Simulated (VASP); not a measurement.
AlN: electric field gradients with PBE

The system is AlN.

```
Al N
1.0
     3.11100   -0.04667   -0.04667
    -1.59591    2.71754   -0.01708
    -0.07467   -0.07467    4.97800
Al N
2 2
Cartesian
  -0.0269 1.7961 -0.0269
  1.5047 0.8374 2.4522
  -0.0557 1.7674 1.8896
  1.4759 0.8087 4.3687
```

This cell differs from its parent crystal: equal xy, yz and zx shear strains of -3 %.

- Program: VASP 6.6.1
- Task: electric field gradients
- Functional: PBE
- Potentials or basis: VASP PAW PBE potentials, release 64 (Al, N)
- Cutoff: 520 eV
- k mesh: 11 × 11 × 6
- Occupations: fermi-dirac, width 0.02 eV
- Spin: no spin polarisation
- Dipole correction: no
- Further INCAR settings: ALGO = Normal; EDIFF = 1e-08; NBANDS = 16

```json
{"Pressure": "4.1 GPa", "Largest force": "0.632 eV/Å", "Band gap on the k mesh": "4.09 eV", "Largest electric field gradient by atom": "Al -11.7, +9.7; N -6.5, -7.9 V/Å²"}
```

Forces on the atoms (eV/Å):
```
Al   0.501  0.202  0.219
Al  -0.127  0.167  0.187
N    0.183 -0.167 -0.183
N   -0.556 -0.202 -0.223
```

Stress tensor (GPa, compression positive):
```
4.69 5.43 3.86
5.43 4.68 3.84
3.86 3.84 2.85
```

Levels at points of the mesh, in eV from the valence-band top:
```csv
k point,band 5,band 6,band 7,band 8,band 9,band 10,band 11,band 12
"(0.00, 0.00, 0.00)",-0.92,-0.42,-0.32,0.00,4.09,6.54,10.47,10.80
"(0.00, 0.00, 0.50)",-0.82,-0.74,-0.62,-0.54,6.33,6.37,10.19,10.21
```

Electric field gradients, principal values (V/Å²):
| atom | least | middle | greatest (by size) |
| --- | --- | --- | --- |
| 1 Al | 2.067 | 9.651 | -11.717 |
| 2 Al | -2.165 | -7.516 | 9.681 |
| 3 N | 3.090 | 3.424 | -6.514 |
| 4 N | 3.588 | 4.317 | -7.906 |

Run time: 100 s on 1 thread of Intel(R) Xeon(R) 6975P-C (Granite Rapids), with other jobs on the host, peak memory 0.31 GiB.

Caveat: the cell differs from its parent crystal (equal xy, yz and zx shear strains of -3 %); the cell stands under pressure; without QUAD_EFG the Cq values of the log hold for a quadrupole moment of 1 mb, not for the nuclei. A k mesh can miss the band edges.
